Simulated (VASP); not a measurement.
# Bi (P6_3/mmc) in VASP: a series of runs

Bi is run at these levels: PBEsol; tasks: electric field gradients.

Everything below comes from runs of VASP 6.6.1. Logs are shortened: lines on timing, memory, paths and dates and some standing lists are left out, and cuts for length are marked.

### Step 1. The cell of the first run

It takes space group P6_3/mmc (No. 194, hexagonal). Conventional cell: a = 4.539 Å, b = 4.539 Å, c = 11.829 Å, α = 90.00°, β = 90.00°, γ = 120.00°.

This isn't the form of Bi at room conditions, which is rhombohedral.

### Step 2. Electric field gradients, PBEsol

INCAR

```
PREC = Accurate
ENCUT = 520
EDIFF = 1E-8
ISMEAR = -1
SIGMA = 0.08
LREAL = False
LASPH = True
NELM = 80
ALGO = Normal
ISIF = 2
LWAVE = False
LCHARG = False
GGA = PS
LEFG = True
NBANDS = 22
```

KPOINTS

```
regular mesh
0
Gamma
  9 9 3
```

POSCAR

```
Bi
1.0
    4.5390002997      0.0000000000      0.0000000000
   -2.2695001499      3.9308895674      0.0000000000
    0.0000000000      0.0000000000     11.8290000000
Bi
2
Direct
    0.3333333333      0.6666666667      0.2500000000
    0.6666666667      0.3333333333      0.7500000000
```

Potentials or basis: VASP PAW PBE potentials, release 64 (Bi_d).

Launch:

```bash
cat potpaw_PBE.64/Bi_d/POTCAR > POTCAR
mpirun -np 1 vasp_std > vasp.out
```

OUTCAR:

```text
PREC = Accurate
   ENCUT = 520
   EDIFF = 1E-8
   ISMEAR = -1
   LREAL = False
   LASPH = True
   NELM = 80
   ISIF = 2
   GGA = PS

 ion  position               nearest neighbor table
   1  0.333  0.667  0.250-
   2  0.667  0.333  0.750-

  LATTYP: Found a hexagonal cell.
 ALAT       =     4.5390002997
 C/A-ratio  =     2.6060804624

  Lattice vectors:

 A1 = (   4.5390002997,   0.0000000000,   0.0000000000)
 A2 = (  -2.2695001499,   3.9308895674,   0.0000000000)
 A3 = (   0.0000000000,   0.0000000000,  11.8290000000)

Analysis of symmetry for initial positions (statically):
=====================================================================
 Subroutine PRICEL returns:
 Original cell was already a primitive cell.

 Routine SETGRP: Setting up the symmetry group for a
 hexagonal supercell.

 Subroutine GETGRP returns: Found 24 space group operations
 (whereof 12 operations were pure point group operations)
 out of a pool of 24 trial point group operations.

The static configuration has the point symmetry D_3d.
 The point group associated with its full space group is D_6h.

Analysis of symmetry for dynamics (positions and initial velocities):
=====================================================================
 Subroutine PRICEL returns:
 Original cell was already a primitive cell.

 Routine SETGRP: Setting up the symmetry group for a
 hexagonal supercell.

 Subroutine GETGRP returns: Found 24 space group operations
 (whereof 12 operations were pure point group operations)
 out of a pool of 24 trial point group operations.

The dynamic configuration has the point symmetry D_3d.
 The point group associated with its full space group is D_6h.

 Subroutine INISYM returns: Found 24 space group operations
 (whereof 12 operations are pure point group operations),
 and found     1 'primitive' translations

----------------------------------------------------------------------------------------

                                     Primitive cell

  volume of cell :     211.0567

  direct lattice vectors                    reciprocal lattice vectors
     4.539000300  0.000000000  0.000000000     0.220312830  0.127197672  0.000000000
    -2.269500150  3.930889567  0.000000000     0.000000000  0.254395343  0.000000000
     0.000000000  0.000000000 11.829000000     0.000000000  0.000000000  0.084538000

  length of vectors
     4.539000300  4.539000300 11.829000000     0.254395343  0.254395343  0.084538000

  position of ions in fractional coordinates (direct lattice)
     0.333333333  0.666666667  0.250000000
     0.666666667  0.333333333  0.750000000

  ion indices of the primitive-cell ions
   primitive index   ion index
                 1           1
                 2           2

----------------------------------------------------------------------------------------

 KPOINTS: regular mesh

Automatic generation of k-mesh.
 Grid dimensions read from file:
 generate k-points for:    9    9    3

 Generating k-lattice:

  Cartesian coordinates                     Fractional coordinates (reciprocal lattice)
     0.024479203  0.014133075  0.000000000     0.111111111 -0.000000000  0.000000000
     0.000000000  0.028266149  0.000000000     0.000000000  0.111111111  0.000000000
     0.000000000  0.000000000  0.028179333     0.000000000  0.000000000  0.333333333

  Length of vectors
     0.028266149  0.028266149  0.028179333

  Shift w.r.t. Gamma in fractional coordinates (k-lattice)
     0.000000000  0.000000000  0.000000000

 Subroutine IBZKPT returns following result:
 ===========================================

 Found     24 irreducible k-points:

 Following reciprocal coordinates:
            Coordinates               Weight
  0.000000  0.000000  0.000000      1.000000
  0.111111  0.000000  0.000000      6.000000
  0.222222  0.000000  0.000000      6.000000
  0.333333  0.000000  0.000000      6.000000
  0.444444  0.000000  0.000000      6.000000
  0.111111  0.111111  0.000000      6.000000
[... 16 lines left out ...]
  0.333333  0.222222  0.333333     24.000000
  0.333333  0.333333  0.333333      4.000000
   k-points           NKPTS =     24   k-points in BZ     NKDIM =     24   number of bands    NBANDS=     22
   number of dos      NEDOS =    301   number of ions     NIONS =      2
   total plane-waves  NPLWV = 116640
   dimension x,y,z NGX =    36 NGY =   36 NGZ =   90
   dimension x,y,z NGXF=    72 NGYF=   72 NGZF=  180
   ions per type =               2
   NGX,Y,Z   is equivalent  to a cutoff of  13.19, 13.19, 12.65 a.u.
   NGXF,Y,Z  is equivalent  to a cutoff of  26.37, 26.37, 25.30 a.u.
 SYSTEM =  unknown system
   PREC   = accura    normal or accurate (medium, high low for compatibility)
   ISTART =      0    job   : 0-new  1-cont  2-samecut
   ICHARG =      2    charge: 1-file 2-atom 10-const
   ISPIN  =      1    spin polarized calculation?
   LNONCOLLINEAR =      F non collinear calculations
   LSORBIT =      F    spin-orbit coupling
   LASPH  =      T    aspherical Exc in radial PAW
   ENCUT  =  520.0 eV  38.22 Ry    6.18 a.u.   8.44  8.44 21.99*2*pi/ulx,y,z
   NELM   =     80;   NELMIN=  2; NELMDL= -5     # of ELM steps
   EDIFF  = 0.1E-07   stopping-criterion for ELM
   LREAL  =      F    real-space projection
   EDIFFG = 0.1E-06   stopping-criterion for IOM
   NSW    =      0    number of steps for IOM
   IBRION =     -1    ionic relax: 0-MD 1-quasi-New 2-CG
   NFREE  =      0    steps in history (QN), initial steepest desc. (CG)
   ISIF   =      2    stress and relaxation
   ISYM   =      2    0-nonsym 1-usesym 2-fastsym
   POTIM  = 0.5000    time-step for ionic-motion
   TEBEG  =    0.0;   TEEND  =   0.0 temperature during run
   PSTRESS=    0.0 pullay stress
   NELECT =      30.0000    total number of electrons
   NUPDOWN=      -1.0000    fix difference up-down
   EMIN   =  10.00;   EMAX   =-10.00  energy-range for DOS
   EFERMI =   0.00;   METHOD = LEGACY
   ISMEAR =    -1;   SIGMA  =   0.08  broadening in eV -4-tet -1-fermi 0-gaus
   EFERMI_NEDOS =   21; number of points for ismear=-14 and -15
   IALGO  =     38    algorithm
   IMIX   =      4    mixing-type and parameters
     AMIX     =   0.40;   BMIX     =  1.00
     AMIX_MAG =   1.60;   BMIX_MAG =  1.00
  volume/ion in A,a.u.               =     105.53       712.14
  Fermi-wavevector in a.u.,A,eV,Ry     =   0.854376  1.614536  9.931679  0.729958
  Thomas-Fermi vector in A             =   1.970962
   LORBIT       =      0    0 simple, 1 ext, 2 COOP (PROOUT), +10 PAW based schemes
   GGA     = PS    functional components
   LHFCALC =     F    Hartree Fock is set to
   AEXX    =    0.0000 exact exchange contribution
   IVDW    =     0    specifies the selected vdW correction
   LEPSILON=     F    determine dielectric tensor
   LRPA    =     F    only Hartree local field effects (RPA)
 non-spin polarized calculation
  energy-cutoff  :      520.00
  volume of cell :      211.06
 maximum number of plane-waves:      5785
 NGX is ok and might be reduce to    36
   NGX = 17   NGY = 17   NGZ = 43

 number of electron      29.9999990 magnetization

 Free energy of the ion-electron system (eV)
  ---------------------------------------------------
  ext. energy  EPLUGINS =         0.00000000
  ---------------------------------------------------
  free energy    TOTEN  =        -3.44616175 eV

  energy without entropy =       -3.29225875  energy(sigma->0) =       -3.36921025

 E-fermi :  -1.1443     XC(G=0):  -5.4203

 val. band max:       -1.1633831703   @ k =   0.2222   0.2222   0.3333
 cond. band min:      -1.1377230073   @ k =   0.3333   0.0000   0.3333
 fundamental gap:      0.0256601630
 Fermi energy:        -1.1443258989

 k-point     1 :       0.0000    0.0000    0.0000
  band No.  band energies     occupation
      1     -23.9177      2.00000
      2     -23.9177      2.00000
      3     -23.9177      2.00000
      4     -23.9177      2.00000
      5     -23.9068      2.00000
      6     -23.9068      2.00000
[... 14 lines left out ...]
     21       4.5198      0.00000
     22       4.7320      0.00000

 k-point     2 :       0.1111    0.0000    0.0000
  band No.  band energies     occupation
      1     -23.9177      2.00000
      2     -23.9177      2.00000
      3     -23.9168      2.00000
      4     -23.9168      2.00000
      5     -23.9070      2.00000
      6     -23.9070      2.00000
[... 542 lines left out ...]
 k-point    24 :       0.3333    0.3333    0.3333
  band No.  band energies     occupation
      1     -23.9135      2.00000
      2     -23.9135      2.00000
      3     -23.9135      2.00000
      4     -23.9135      2.00000
      5     -23.9085      2.00000
      6     -23.9085      2.00000
[... 14 lines left out ...]
     21       4.4213      0.00000
     22       4.9238      0.00000

------------------------ aborting loop because EDIFF is reached ----------------------------------------

  FORCE on cell =-STRESS in cart. coord.  units (eV):
  Direction    XX          YY          ZZ          XY          YZ          ZX
  --------------------------------------------------------------------------------------
  -------------------------------------------------------------------------------------
  Total       -6.5966038     -6.5966038     -0.5089393      0.0000000      0.0000000      0.0000000
  in kB      -50.0762612    -50.0762612     -3.8634697      0.0000000      0.0000000      0.0000000
  external PRESSURE =     -34.6719973 kB  Pullay stress =       0.0000000 kB

 VOLUME and BASIS-vectors are now :
 -----------------------------------------------------------------------------
  energy-cutoff  :      520.00
  volume of cell :      211.06
      direct lattice vectors                 reciprocal lattice vectors
     4.539000300  0.000000000  0.000000000     0.220312830  0.127197672  0.000000000
    -2.269500150  3.930889567  0.000000000     0.000000000  0.254395343  0.000000000
     0.000000000  0.000000000 11.829000000     0.000000000  0.000000000  0.084538000

 POSITION                                       TOTAL-FORCE (eV/Angst)
 -----------------------------------------------------------------------------------
     -0.00000      2.62059      2.95725         0.000000     -0.000000      0.000000
      2.26950      1.31030      8.87175        -0.000000      0.000000      0.000000
 -----------------------------------------------------------------------------------
    total drift:                                0.000000     -0.000000      0.000000

  FREE ENERGIE OF THE ION-ELECTRON SYSTEM (eV)
  ---------------------------------------------------
  free  energy   TOTEN  =        -3.4461617493 eV

  energy  without entropy=       -3.2922587497  energy(sigma->0) =       -3.36921025

 Electric field gradients (V/A^2)
---------------------------------------------------------------------
 ion       V_xx      V_yy      V_zz      V_xy      V_xz      V_yz
---------------------------------------------------------------------
   1     112.724   112.725  -225.449     0.001    -0.000     0.000
   2     112.724   112.725  -225.449     0.001     0.000    -0.000
---------------------------------------------------------------------

 Electric field gradients after diagonalization (V/A^2)
 (convention: |V_zz| > |V_xx| > |V_yy|)
----------------------------------------------------------------------
 ion       V_xx      V_yy      V_zz     asymmetry (V_yy - V_xx)/ V_zz
----------------------------------------------------------------------
   1     112.726   112.723  -225.449       0.000
   2     112.726   112.723  -225.449       0.000
----------------------------------------------------------------------

           NMR quadrupolar parameters

 Cq : quadrupolar parameter    Cq=e*Q*V_zz/h
 eta: asymmetry parameters     (V_yy - V_xx)/ V_zz
 Q  : nuclear electric quadrupole moment in mb (millibarn)
----------------------------------------------------------------------
 ion       Cq(MHz)       eta       Q (mb)
----------------------------------------------------------------------
   1      -0.545       0.000       1.000
   2      -0.545       0.000       1.000
----------------------------------------------------------------------
```

Wall time 1.7 min (1 thread of Intel Xeon Platinum 8488C (Sapphire Rapids), shared host); peak memory 0.35 GiB.

What came out:

- Free energy: -3.4462 eV
- Pressure: -3.5 GPa
- Band gap on the k mesh: zero (bands 15 and 16 overlap by 2.14 eV)
- Largest electric field gradient by atom: Bi -225.4 V/Å²

Levels at points of the mesh, in eV from the Fermi level:
```
           k point  band 13  band 14  band 15  band 16  band 17  band 18
(0.00, 0.00, 0.00)    -0.83    -0.33     1.41     1.41     1.42     1.42
```

Electric field gradients, principal values (V/Å²):
```tsv
atom	least	middle	greatest (by size)
1 Bi	112.723	112.726	-225.449
2 Bi	112.723	112.726	-225.449
```

Caveat: the cell stands under tension; without QUAD_EFG the Cq values of the log hold for a quadrupole moment of 1 mb, not for the nuclei; the PAW data sets were made with another functional, which shifts forces and pressure a little; spin-orbit coupling is left out, which moves the levels of the heavy elements.

[end of part 1 of 2]
